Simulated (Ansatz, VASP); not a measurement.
# One calculation of AlC18, two programs

```
C Al
1.0
     7.39800    0.00000    0.00000
    -3.69900    6.40686    0.00000
     0.00000    0.00000   11.00000
C Al
18 1
Direct
  0.99460 0.99140 0.08995
  0.21655 0.10243 0.08973
  0.99571 0.32528 0.08990
  0.21739 0.43694 0.09003
  0.99571 0.65862 0.08991
  0.21737 0.76862 0.08993
  0.32836 0.99059 0.08972
  0.55202 0.10243 0.08973
  0.32839 0.32605 0.08979
  0.55198 0.43781 0.08985
  0.32904 0.65862 0.08990
  0.55126 0.76974 0.08991
  0.66292 0.99140 0.08995
  0.88460 0.10306 0.08988
  0.66378 0.32604 0.08980
  0.88567 0.43693 0.09004
  0.66291 0.65969 0.09008
  0.88460 0.76974 0.08991
  0.43672 0.20828 0.28836
```

Alike in both runs: functional PBE; dispersion D3(BJ); k mesh 2 × 2 × 1; occupations gaussian, width 0.05 eV; collinear spin.

Ansatz relaxed the structure, and its values are those at the end. VASP's run is a single point on that final structure, the one shown.

|  | VASP | Ansatz |
| --- | --- | --- |
| version | VASP 6.6.1 | Ansatz 0.2.0 |
| potentials or method | VASP PAW PBE potentials, release 64 (C, Al), cutoff 520 eV | scalar-relativistic, plane waves, PAW |
| valence electrons in the cell | 75 | 75 |

Ansatz gave:

```
rms of the force components (eV/Å) : 0.003
net moment per atom (μB)           : 0.00
```

Problem. Estimate VASP's values.

Solution. rms of the force components (eV/Å): 0.005; net moment per atom (μB): 0.00.

Ansatz's warnings: dispersion switch in reach, filled band counts differ across k points, relaxed geometry near dispersion switch, seeded moment not kept, xc potential rough in thin density.

The k mesh is coarse, so the values compare programs but aren't converged.
